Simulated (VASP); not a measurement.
# GaN (P6_3mc) in VASP: notebook

The runs below take GaN through single point, with PBE.

All numbers are computed with VASP 6.6.1; they aren't measurements. Logs are shortened: lines on timing, memory, paths and dates and some standing lists are left out, and cuts for length are marked.

## 1. The cell of the first run

Symmetry: P6_3mc, No. 186, hexagonal system. The conventional cell has a = 3.154 Å, b = 3.154 Å, c = 5.291 Å, α = 90.00°, β = 90.00°, γ = 120.00°. Ga (site symmetry 3m) has 4 N at 1.94 to 1.97 Å within 2.6 Å. Within 2.6 Å of N (site symmetry 3m) lie 4 Ga at 1.94 to 1.97 Å.

## 2. Single point, PBE (biaxial strain in the a-b plane: -2.0 %, then relaxed in part)

The input, INCAR:

```
SYSTEM = GaN
PREC = Accurate ; ENCUT = 520
EDIFF = 1E-6 ; ISMEAR = 0
SIGMA = 0.02 ; LREAL = .False.
LASPH = .True. ; NELM = 80
ALGO = Normal ; ISIF = 2
LWAVE = .False. ; LCHARG = .False.
GGA = PE ; NBANDS = 26
```

The input, KPOINTS:

```
regular mesh
0
Gamma
  12 12 6
  0 0 0
```

The input, POSCAR:

```
GaN
1.0
    3.1540034014      0.0000000000      0.0000000000
   -1.5770017007      2.7314470692      0.0000000000
    0.0000000000      0.0000000000      5.2909917358
Ga N
2 2
Direct
    0.6666666667      0.3333333333      0.5015609224
    0.3333333333      0.6666666667      1.0015609224
    0.6666666667      0.3333333333      0.8734390776
    0.3333333333      0.6666666667      0.3734390776
```

Potentials or basis: VASP PAW PBE potentials, release 64 (Ga_d, N).

The run is started by

```sh
$ cat potpaw_PBE.64/Ga_d/POTCAR potpaw_PBE.64/N/POTCAR > POTCAR
$ mpirun -np 1 vasp_std > vasp.out
```

OUTCAR:

```text
SYSTEM = GaN
   PREC = Accurate
   ENCUT = 520
   EDIFF = 1E-6
   ISMEAR = 0
   LREAL = .False.
   LASPH = .True.
   NELM = 80
   ISIF = 2
   GGA = PE

 ion  position               nearest neighbor table
   1  0.667  0.333  0.502-   4 1.94   4 1.94   4 1.94   3 1.97
   2  0.333  0.667  0.002-   3 1.94   3 1.94   3 1.94   4 1.97
   3  0.667  0.333  0.873-   2 1.94   2 1.94   2 1.94   1 1.97
   4  0.333  0.667  0.373-   1 1.94   1 1.94   1 1.94   2 1.97

  LATTYP: Found a hexagonal cell.
 ALAT       =     3.1540034014
 C/A-ratio  =     1.6775478852

  Lattice vectors:

 A1 = (   3.1540034014,   0.0000000000,   0.0000000000)
 A2 = (  -1.5770017007,   2.7314470692,   0.0000000000)
 A3 = (   0.0000000000,   0.0000000000,   5.2909917358)

Analysis of symmetry for initial positions (statically):
=====================================================================
 Subroutine PRICEL returns:
 Original cell was already a primitive cell.

 Routine SETGRP: Setting up the symmetry group for a
 hexagonal supercell.

 Subroutine GETGRP returns: Found 12 space group operations
 (whereof  6 operations were pure point group operations)
 out of a pool of 24 trial point group operations.

The static configuration has the point symmetry C_3v.
 The point group associated with its full space group is C_6v.

Analysis of symmetry for dynamics (positions and initial velocities):
=====================================================================
 Subroutine PRICEL returns:
 Original cell was already a primitive cell.

 Routine SETGRP: Setting up the symmetry group for a
 hexagonal supercell.

 Subroutine GETGRP returns: Found 12 space group operations
 (whereof  6 operations were pure point group operations)
 out of a pool of 24 trial point group operations.

The dynamic configuration has the point symmetry C_3v.
 The point group associated with its full space group is C_6v.

 Subroutine INISYM returns: Found 12 space group operations
 (whereof  6 operations are pure point group operations),
 and found     1 'primitive' translations

----------------------------------------------------------------------------------------

                                     Primitive cell

  volume of cell :      45.5819

  direct lattice vectors                    reciprocal lattice vectors
     3.154003401  0.000000000  0.000000000     0.317057363  0.183053154  0.000000000
    -1.577001701  2.731447069  0.000000000     0.000000000  0.366106307  0.000000000
     0.000000000  0.000000000  5.290991736     0.000000000  0.000000000  0.189000484

  length of vectors
     3.154003401  3.154003401  5.290991736     0.366106307  0.366106307  0.189000484

  position of ions in fractional coordinates (direct lattice)
     0.666666667  0.333333333  0.501560922
     0.333333333  0.666666667  0.001560922
     0.666666667  0.333333333  0.873439078
     0.333333333  0.666666667  0.373439078

  ion indices of the primitive-cell ions
   primitive index   ion index
                 1           1
                 2           2
                 3           3
                 4           4

----------------------------------------------------------------------------------------

 KPOINTS: regular mesh

Automatic generation of k-mesh.
 Grid dimensions read from file:
 generate k-points for:   12   12    6

 Generating k-lattice:

  Cartesian coordinates                     Fractional coordinates (reciprocal lattice)
     0.026421447  0.015254429  0.000000000     0.083333333  0.000000000  0.000000000
     0.000000000  0.030508859  0.000000000     0.000000000  0.083333333  0.000000000
     0.000000000  0.000000000  0.031500081     0.000000000  0.000000000  0.166666667

  Length of vectors
     0.030508859  0.030508859  0.031500081

  Shift w.r.t. Gamma in fractional coordinates (k-lattice)
     0.000000000  0.000000000  0.000000000

 Subroutine IBZKPT returns following result:
 ===========================================

 Found     76 irreducible k-points:

 Following reciprocal coordinates:
            Coordinates               Weight
  0.000000  0.000000  0.000000      1.000000
  0.083333  0.000000  0.000000      6.000000
  0.166667 -0.000000  0.000000      6.000000
  0.250000  0.000000  0.000000      6.000000
  0.333333 -0.000000  0.000000      6.000000
  0.416667 -0.000000  0.000000      6.000000
[... 16 lines left out ...]
  0.250000  0.000000  0.166667     12.000000
  0.333333 -0.000000  0.166667     12.000000
 [... further k-points ...]
   k-points           NKPTS =     76   k-points in BZ     NKDIM =     76   number of bands    NBANDS=     26
   number of dos      NEDOS =    301   number of ions     NIONS =      4
   total plane-waves  NPLWV =  23040
   dimension x,y,z NGX =    24 NGY =   24 NGZ =   40
   dimension x,y,z NGXF=    48 NGYF=   48 NGZF=   80
   ions per type =               2   2
   NGX,Y,Z   is equivalent  to a cutoff of  12.65, 12.65, 12.57 a.u.
   NGXF,Y,Z  is equivalent  to a cutoff of  25.30, 25.30, 25.14 a.u.
 SYSTEM =  GaN
   PREC   = accura    normal or accurate (medium, high low for compatibility)
   ISTART =      0    job   : 0-new  1-cont  2-samecut
   ICHARG =      2    charge: 1-file 2-atom 10-const
   ISPIN  =      1    spin polarized calculation?
   LNONCOLLINEAR =      F non collinear calculations
   LSORBIT =      F    spin-orbit coupling
   LASPH  =      T    aspherical Exc in radial PAW
   ENCUT  =  520.0 eV  38.22 Ry    6.18 a.u.   5.86  5.86  9.84*2*pi/ulx,y,z
   NELM   =     80;   NELMIN=  2; NELMDL= -5     # of ELM steps
   EDIFF  = 0.1E-05   stopping-criterion for ELM
   LREAL  =      F    real-space projection
   EDIFFG = 0.1E-04   stopping-criterion for IOM
   NSW    =      0    number of steps for IOM
   IBRION =     -1    ionic relax: 0-MD 1-quasi-New 2-CG
   NFREE  =      0    steps in history (QN), initial steepest desc. (CG)
   ISIF   =      2    stress and relaxation
   ISYM   =      2    0-nonsym 1-usesym 2-fastsym
   POTIM  = 0.5000    time-step for ionic-motion
   TEBEG  =    0.0;   TEEND  =   0.0 temperature during run
   PSTRESS=    0.0 pullay stress
   NELECT =      36.0000    total number of electrons
   NUPDOWN=      -1.0000    fix difference up-down
   EMIN   =  10.00;   EMAX   =-10.00  energy-range for DOS
   EFERMI =   0.00;   METHOD = LEGACY
   ISMEAR =     0;   SIGMA  =   0.02  broadening in eV -4-tet -1-fermi 0-gaus
   EFERMI_NEDOS =   21; number of points for ismear=-14 and -15
   IALGO  =     38    algorithm
   IMIX   =      4    mixing-type and parameters
     AMIX     =   0.40;   BMIX     =  1.00
     AMIX_MAG =   1.60;   BMIX_MAG =  1.00
  volume/ion in A,a.u.               =      11.40        76.90
  Fermi-wavevector in a.u.,A,eV,Ry     =   1.513253  2.859634 31.156468  2.289936
  Thomas-Fermi vector in A             =   2.623069
   LORBIT       =      0    0 simple, 1 ext, 2 COOP (PROOUT), +10 PAW based schemes
   GGA     = PE    functional components
   LHFCALC =     F    Hartree Fock is set to
   AEXX    =    0.0000 exact exchange contribution
   IVDW    =     0    specifies the selected vdW correction
   LEPSILON=     F    determine dielectric tensor
   LRPA    =     F    only Hartree local field effects (RPA)
 non-spin polarized calculation
 Gauss-broadening in eV      SIGMA  =   0.02
  energy-cutoff  :      520.00
  volume of cell :       45.58
 maximum number of plane-waves:      1254
 NGX is ok and might be reduce to    24
   NGX = 11   NGY = 11   NGZ = 19

 number of electron      36.0000008 magnetization

 Free energy of the ion-electron system (eV)
  ---------------------------------------------------
  ext. energy  EPLUGINS =         0.00000000
  ---------------------------------------------------
  free energy    TOTEN  =       -24.27743948 eV

  energy without entropy =      -24.27743948  energy(sigma->0) =      -24.27743948

 E-fermi :   5.5619     XC(G=0): -11.6854

 val. band max:        5.4073632766   @ k =   0.0000   0.0000   0.0000
 cond. band min:       7.2014713612   @ k =   0.0000   0.0000   0.0000
 fundamental gap:      1.7941080846
 Fermi energy:         5.5619151639

 k-point     1 :       0.0000    0.0000    0.0000
  band No.  band energies     occupation
      1     -10.6533      2.00000
      2      -9.7394      2.00000
      3      -8.1106      2.00000
      4      -8.0875      2.00000
      5      -8.0875      2.00000
      6      -8.0299      2.00000
[... 18 lines left out ...]
     25      17.2495      0.00000
     26      17.2495      0.00000

 k-point     2 :       0.0833    0.0000    0.0000
  band No.  band energies     occupation
      1     -10.5826      2.00000
      2      -9.7198      2.00000
      3      -8.1024      2.00000
      4      -8.0768      2.00000
      5      -8.0666      2.00000
      6      -8.0221      2.00000
[... 18 lines left out ...]
     25      16.8360      0.00000
     26      17.3920      0.00000

 k-point     3 :       0.1667   -0.0000    0.0000
  band No.  band energies     occupation
      1     -10.3906      2.00000
      2      -9.6718      2.00000
      3      -8.0770      2.00000
      4      -8.0505      2.00000
      5      -8.0101      2.00000
      6      -7.9802      2.00000
[... 18 lines left out ...]
     25      16.6324      0.00000
     26      17.7244      0.00000

 k-point     4 :       0.2500    0.0000    0.0000
  band No.  band energies     occupation
      1     -10.1379      2.00000
      2      -9.6192      2.00000
      3      -8.0508      2.00000
      4      -8.0239      2.00000
      5      -7.9646      2.00000
      6      -7.9242      2.00000
[... 18 lines left out ...]
     25      16.9221      0.00000
     26      17.7495      0.00000
[... 496 lines left out ...]
      1     -10.3245      2.00000
      2      -9.6964      2.00000
      3      -8.0712      2.00000
      4      -8.0468      2.00000
      5      -8.0122      2.00000
      6      -7.9830      2.00000
[... 18 lines left out ...]
     25      16.3402      0.00000
     26      17.5345      0.00000

 k-point    23 :       0.2500    0.0000    0.1667
  band No.  band energies     occupation
      1     -10.0855      2.00000
      2      -9.6344      2.00000
      3      -8.0497      2.00000
      4      -8.0176      2.00000
      5      -7.9768      2.00000
      6      -7.9310      2.00000
[... 18 lines left out ...]
     25      16.4814      0.00000
     26      18.0359      0.00000

 k-point    24 :       0.3333   -0.0000    0.1667
  band No.  band energies     occupation
      1      -9.8753      2.00000
      2      -9.5884      2.00000
      3      -8.0406      2.00000
      4      -8.0005      2.00000
      5      -7.9495      2.00000
      6      -7.8818      2.00000
[... 18 lines left out ...]
     25      16.7194      0.00000
     26      18.3587      0.00000

 [... further k-points ...]
[... 5 lines left out ...]
  --------------------------------------------------------------------------------------
  -------------------------------------------------------------------------------------
  Total        2.4842153      2.4842153      0.0218375      0.0000000      0.0000000      0.0000000
  in kB       87.3188065     87.3188065      0.7675771      0.0000000      0.0000000      0.0000000
  external PRESSURE =      58.4683967 kB  Pullay stress =       0.0000000 kB

 VOLUME and BASIS-vectors are now :
 -----------------------------------------------------------------------------
  energy-cutoff  :      520.00
  volume of cell :       45.58
      direct lattice vectors                 reciprocal lattice vectors
     3.154003401  0.000000000  0.000000000     0.317057363  0.183053154  0.000000000
    -1.577001701  2.731447069  0.000000000     0.000000000  0.366106307  0.000000000
     0.000000000  0.000000000  5.290991736     0.000000000  0.000000000  0.189000484

 POSITION                                       TOTAL-FORCE (eV/Angst)
 -----------------------------------------------------------------------------------
      1.57700      0.91048      2.65375        -0.000000      0.000000     -0.002148
     -0.00000      1.82096      0.00826         0.000000     -0.000000     -0.002148
      1.57700      0.91048      4.62136        -0.000000      0.000000      0.002148
     -0.00000      1.82096      1.97586         0.000000     -0.000000      0.002148
 -----------------------------------------------------------------------------------
    total drift:                               -0.000001     -0.000002     -0.000546

  FREE ENERGIE OF THE ION-ELECTRON SYSTEM (eV)
  ---------------------------------------------------
  free  energy   TOTEN  =       -24.2774394808 eV

  energy  without entropy=      -24.2774394808  energy(sigma->0) =      -24.27743948
```

It took 56 s on 1 thread of Intel Xeon Platinum 8124M at 3.00GHz (Skylake/Cascade Lake), shared host; peak memory 0.21 GiB.

Results:

| Quantity | Value |
| --- | --- |
| Free energy | -24.2774 eV |
| Pressure | 5.8 GPa |
| Band gap on the k mesh | 1.79 eV, direct |

Forces in eV/Å, atoms in the order of the input:
```
Ga   0.000  0.000 -0.002
Ga   0.000  0.000 -0.002
N    0.000  0.000  0.002
N    0.000  0.000  0.002
```

Stress tensor (GPa, compression positive):
```
8.73 0.00 0.00
0.00 8.73 0.00
0.00 0.00 0.08
```

Caveat: the cell differs from its parent crystal (biaxial strain in the a-b plane: -2.0 %, then relaxed in part).

## 3. Single point, PBE (biaxial strain in the a-b plane: -2.0 %)

The input, INCAR:

```
PREC = Accurate
ENCUT = 520
EDIFF = 1E-6
ISMEAR = 0
SIGMA = 0.02
LREAL = F
LASPH = T
NELM = 60
ALGO = Normal
ISIF = 2
LWAVE = F
LCHARG = F
GGA = PE
NBANDS = 26
```

The input, KPOINTS:

```
regular mesh
0
Gamma
  12 12 6
```

The input, POSCAR:

```
GaN
1.0
    3.1540034014      0.0000000000      0.0000000000
   -1.5770017007      2.7314470692      0.0000000000
    0.0000000000      0.0000000000      5.3060864412
Ga N
2 2
Direct
    0.6666666667      0.3333333333      0.4991348646
    0.3333333333      0.6666666667      0.9991348646
    0.6666666667      0.3333333333      0.8758651354
    0.3333333333      0.6666666667      0.3758651354
```

Potentials or basis: VASP PAW PBE potentials, release 64 (Ga_d, N).

The run is started by

```sh
$ cat potpaw_PBE.64/Ga_d/POTCAR potpaw_PBE.64/N/POTCAR > POTCAR
$ mpirun -np 1 vasp_std > vasp.out
```

Wall time 58 s (1 thread of Intel Xeon Platinum 8124M at 3.00GHz (Skylake/Cascade Lake), shared host); peak memory 0.21 GiB.

The run converged. Its results:

```yaml
Free_energy: -24.2690 eV
Pressure: 5.6 GPa
Largest_force: 0.289 eV/Å
Band_gap_on_the_k_mesh: 1.80 eV, direct
```

Forces in eV/Å, atoms in the order of the input:
```
Ga   0.000  0.000  0.289
Ga   0.000  0.000  0.289
N    0.000  0.000 -0.289
N    0.000  0.000 -0.289
```

Stress tensor (GPa, compression positive):
```
 9.58  0.00  0.00
 0.00  9.58  0.00
 0.00  0.00 -2.33
```

Levels at points of the mesh, in eV from the valence-band top:
```tsv
k point	band 14	band 15	band 16	band 17	band 18	band 19	band 20	band 21	band 22	band 23
(0.00, 0.00, 0.00)	-0.92	-0.92	-0.16	0.00	0.00	1.80	4.51	8.91	10.14	10.14
(0.50, 0.00, 0.00)	-5.46	-4.19	-2.65	-2.21	-1.07	5.24	5.50	5.79	8.40	10.08
(0.00, 0.00, 0.50)	-4.03	-0.47	-0.47	-0.47	-0.47	4.31	4.31	8.27	8.27	10.65
(0.50, 0.00, 0.50)	-6.63	-2.02	-2.02	-1.92	-1.92	4.29	4.29	7.66	7.66	9.89
```

Caveat: the cell differs from its parent crystal (biaxial strain in the a-b plane: -2.0 %).
